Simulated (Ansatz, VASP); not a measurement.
## LiCl: VASP beside Ansatz

```xyz
6
Lattice="3.8814 0.0000 0.0000 -1.9407 3.3614 0.0000 0.0000 0.0000 9.2676" Properties=species:S:1:pos:R:3 pbc="T T T"
Li    0.0000    0.0000    0.0000
Li    0.0000    2.2409    3.0892
Li    1.9407    1.1205    6.1784
Cl    0.0000    0.0000    2.3169
Cl    0.0000    2.2409    5.4061
Cl    1.9407    1.1205    8.4953
```

Alike in both runs: task relaxation of cell and atoms; functional PBEsol; k mesh 9 × 9 × 3; occupations gaussian, width 0.02 eV; no spin polarisation.

```csv
,VASP,Ansatz
version,VASP 6.6.1,Ansatz 0.2.0
potentials or method,"VASP PAW PBE potentials, release 64 (Li_sv, Cl), cutoff 600 eV","scalar-relativistic, plane waves, PAW"
valence electrons in the cell,30,30
```

|  | VASP | Ansatz | Ansatz less VASP |
| --- | --- | --- | --- |
| gap on the k mesh at the Fermi level, each at its own relaxed structure (eV) | 5.89 | 5.88 | -0.009 |
| relaxed volume (Å³/atom) | 20.08 | 20.14 | +0.061 |
| relaxed cell length with the largest relative difference (Å) | 9.403 | 9.416 | +0.0131 |

VASP's potentials were made for PBE, not for PBEsol.

Noted on VASP's run: the cutoff is short for stress, so the pressure is rough.
